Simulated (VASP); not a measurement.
Input of a VASP 6.6.1 run:

File INCAR:

```
ALGO     = Fast           # electronic algorithm
EDIFF    = 1E-6           # SCF threshold, eV
ENCUT    = 520            # plane-wave cutoff, eV
GGA      = PE             # functional
ISIF     = 2              # what is computed and relaxed
ISMEAR   = 0              # smearing method
LASPH    = T              # aspherical terms in the spheres
LCHARG   = T              # write CHGCAR
LELF     = T              # ELF
LREAL    = Auto         
LVHAR    = T            
LWAVE    = F              # write WAVECAR
NBANDS   = 88             # bands
NELM     = 100            # most SCF steps
PREC     = Accurate       # precision mode
SIGMA    = 0.1            # smearing width, eV
```

Contents of KPOINTS:

```
k-points
0
Gamma
  2 2 2
```

The input POSCAR:

```
Rb3Pd
1.0
   -5.8340090000      5.8340090000      6.0942290000
    5.8340090000     -5.8340090000      6.0942290000
    5.8340090000      5.8340090000     -6.0942290000
Rb Pd
12 4
Direct
    0.3085890000      0.3085890000      0.6171780000
    0.6914110000      0.6914110000      0.3828220000
    0.3085890000      0.6914110000      0.0000000000
    0.6914110000      0.3085890000      0.0000000000
    0.8218225000      0.0804070000      0.2585845000
    0.8218225000      0.5632380000      0.7414155000
    0.0804070000      0.8218225000      0.2585845000
    0.5632380000      0.8218225000      0.7414155000
    0.1781775000      0.9195930000      0.7414155000
    0.1781775000      0.4367620000      0.2585845000
    0.9195930000      0.1781775000      0.7414155000
    0.4367620000      0.1781775000      0.2585845000
    0.0000000000      0.0000000000      0.0000000000
    0.5000000000      0.5000000000      0.0000000000
    0.0000000000      0.5000000000      0.5000000000
    0.5000000000      0.0000000000      0.5000000000
```

Potentials or basis: VASP PAW PBE potentials, release 64 (Rb_sv, Pd).

Run with:

```bash
$ cat potpaw_PBE.64/Rb_sv/POTCAR potpaw_PBE.64/Pd/POTCAR > POTCAR
$ mpirun -np 1 vasp_std > vasp.out
```

(1) Predict the pressure.

(2) What does it give for the band gap on the k mesh?

## Answers

(1) 0.1 GPa.

(2) zero (bands 74 and 75 overlap by 0.87 eV).

Caveat: the k points lie up to 0.37 Å⁻¹ apart, too coarse for converged energies and pressures of a metal.
